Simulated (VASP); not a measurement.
## Hf3C4: relaxation of cell and atoms with PBE

The system is Hf3C4.

```
Hf C
1.0
     0.00000    4.65149   -4.65149
     4.65149    4.65149    0.00000
     4.65149    0.00000   -4.65149
Hf C
6 8
Direct
  0.25658 0.75120 0.24176
  0.24882 0.25699 0.25057
  0.75452 0.75027 0.24123
  0.25082 0.75237 0.74830
  0.24451 0.25344 0.75267
  0.75651 0.24931 0.74911
  0.49847 0.50673 0.99823
  0.50334 0.99844 0.99775
  0.99731 0.49707 0.00153
  0.99888 0.99552 0.00424
  0.49712 0.49816 0.50314
  0.49795 0.99516 0.50331
  0.99829 0.50319 0.50606
  0.00433 0.00081 0.49553
```

| Item | Value |
| --- | --- |
| Program | VASP 6.6.1 |
| Task | relaxation of cell and atoms |
| Functional | PBE |
| Potentials or basis | VASP PAW PBE potentials, release 64 (Hf_pv, C) |
| Cutoff | 600 eV |
| k mesh | 3 × 3 × 3 |
| Occupations | gaussian, width 0.1 eV |
| Spin | no spin polarisation |
| Dipole correction | no |
| Further INCAR settings | ALGO = Normal; EDIFF = 1e-06; ISYM = 0; IBRION = 2; EDIFFG = -0.04; NSW = 70; ISIF = 3 |

```yaml
Relaxed_volume: 14.25 Å³/atom
Relaxed_cell: a = 6.483 Å, b = 6.555 Å, c = 6.555 Å, α = 61.02°, β = 60.37°, γ = 60.37°
Space_group_after_relaxing_to_0.1_Å: Cmmm (No. 65)
Energy_gained_by_relaxing: 66.7 meV/atom
Ionic_steps: 13
Pressure_after_relaxing: 0.1 GPa
Largest_force_after_relaxing: 0.036 eV/Å
Band_gap_on_the_k_mesh: zero (bands 46 and 47 overlap by 0.68 eV)
```

Forces in eV/Å, atoms in the order of the input:
```
Hf   0.012  0.001 -0.004
Hf  -0.015  0.002  0.033
Hf  -0.002 -0.001 -0.002
Hf  -0.004 -0.007  0.015
Hf   0.006  0.001 -0.008
Hf  -0.005 -0.004 -0.002
C    0.005 -0.031 -0.001
C   -0.011 -0.006  0.004
C   -0.001  0.016 -0.020
C    0.016  0.008 -0.011
C   -0.019  0.004  0.001
C    0.003  0.011  0.005
C    0.018  0.003  0.000
C   -0.003  0.002 -0.010
```

Stress tensor (GPa, compression positive):
```
 0.28  0.00 -0.01
 0.00 -0.05  0.01
-0.01  0.01 -0.04
```

Step by step:
```csv
step,energy change (eV),largest force (eV/Å),pressure (GPa),volume (Å³)
1,0.0000,1.7431,-6.05,201.28
2,-0.4009,0.4908,11.84,185.82
3,-0.5695,0.8802,4.81,191.06
4,-0.8729,0.4229,0.71,197.22
5,-0.8801,0.4016,0.07,198.33
6,-0.9208,0.1570,-0.03,199.22
7,-0.9214,0.2172,-0.04,199.35
8,-0.9302,0.0795,0.13,199.44
9,-0.9303,0.0783,0.15,199.44
10,-0.9321,0.0602,-0.22,199.84
11,-0.9323,0.0673,-0.37,200.00
12,-0.9334,0.0436,-0.14,199.74
13,-0.9337,0.0364,0.06,199.54
```

Final structure:
```cif
data_structure
_symmetry_space_group_name_H-M 'P 1'
_symmetry_Int_Tables_number 1
_cell_length_a 6.4825
_cell_length_b 6.5552
_cell_length_c 6.5547
_cell_angle_alpha 61.020
_cell_angle_beta 60.366
_cell_angle_gamma 60.365
_cell_volume 199.54
loop_
_atom_site_label
_atom_site_type_symbol
_atom_site_fract_x
_atom_site_fract_y
_atom_site_fract_z
_atom_site_occupancy
Hf1 Hf 0.25066 0.75065 0.24934 1
Hf2 Hf 0.25086 0.25061 0.24966 1
Hf3 Hf 0.75050 0.75058 0.24963 1
Hf4 Hf 0.25038 0.75052 0.74967 1
Hf5 Hf 0.25049 0.25055 0.74958 1
Hf6 Hf 0.75052 0.25076 0.74943 1
C1 C 0.47713 0.50099 0.99907 1
C2 C 0.49292 0.00845 0.00722 1
C3 C 0.02398 0.50046 0.99973 1
C4 C 0.00806 0.99282 0.99182 1
C5 C 0.49260 0.50833 0.50742 1
C6 C 0.47648 0.00024 0.49989 1
C7 C 0.00843 0.49285 0.49167 1
C8 C 0.02446 0.00083 0.49932 1
```

Levels at points of the mesh, in eV from the Fermi level:
| k point | band 44 | band 45 | band 46 | band 47 | band 48 | band 49 |
| --- | --- | --- | --- | --- | --- | --- |
| (0.00, 0.00, 0.00) | 0.49 | 0.63 | 0.63 | 0.74 | 0.81 | 0.88 |

Run time: 31 min on 1 thread of AMD EPYC 9R45 96-Core Processor (Zen 5), on a shared host, peak memory 0.47 GiB.

Caveat: the k points lie up to 0.39 Å⁻¹ apart in the final cell, too coarse for converged energies and pressures of a metal; spin-orbit coupling is left out, which moves the levels of the heavy elements.
